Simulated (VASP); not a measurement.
Here is a VASP 6.6.1 calculation.

Contents of INCAR:

```
SYSTEM = PbSe
PREC = Accurate ; ENCUT = 520
EDIFF = 1E-8 ; ISMEAR = 0
SIGMA = 0.01 ; LREAL = .False.
LASPH = .True. ; NELM = 80
ALGO = Normal ; ISIF = 2
LWAVE = .False. ; LCHARG = .False.
GGA = PE ; LEPSILON = .True.
```

KPOINTS

```
Automatic mesh
0
Gamma
  6 6 4
  0 0 0
```

POSCAR

```
PbSe
1.0
    5.1741302563      0.0000000000      0.0000000000
   -2.5870651281      4.4809282444      0.0000000000
    0.0000000000      0.0000000000      6.2132838678
Pb Se
2 2
Direct
    0.3333333333      0.6666666667      0.2500000000
    0.6666666667      0.3333333333      0.7500000000
    0.6666666667      0.3333333333      0.2500000000
    0.3333333333      0.6666666667      0.7500000000
```

Potentials or basis: VASP PAW PBE potentials, release 64 (Pb_d, Se).

The run is started by

```sh
$ cat potpaw_PBE.64/Pb_d/POTCAR potpaw_PBE.64/Se/POTCAR > POTCAR
$ mpirun -np 1 vasp_std > vasp.out
```

Task: What does it give for the electronic dielectric tensor (diagonal)?

Result: 8.70, 8.70, 19.17.

Task: Estimate the Born charges (mean of the diagonal).

Result: Pb +3.29; Se -3.29 e.

Task: Estimate the band gap on the k mesh.

Result: 1.16 eV.

Electronic dielectric tensor:
```
 8.70  0.00  0.00
 0.00  8.70  0.00
 0.00  0.00 19.17
```

Caveat: spin-orbit coupling is left out, which moves the levels of the heavy elements. A k mesh can miss the band edges.
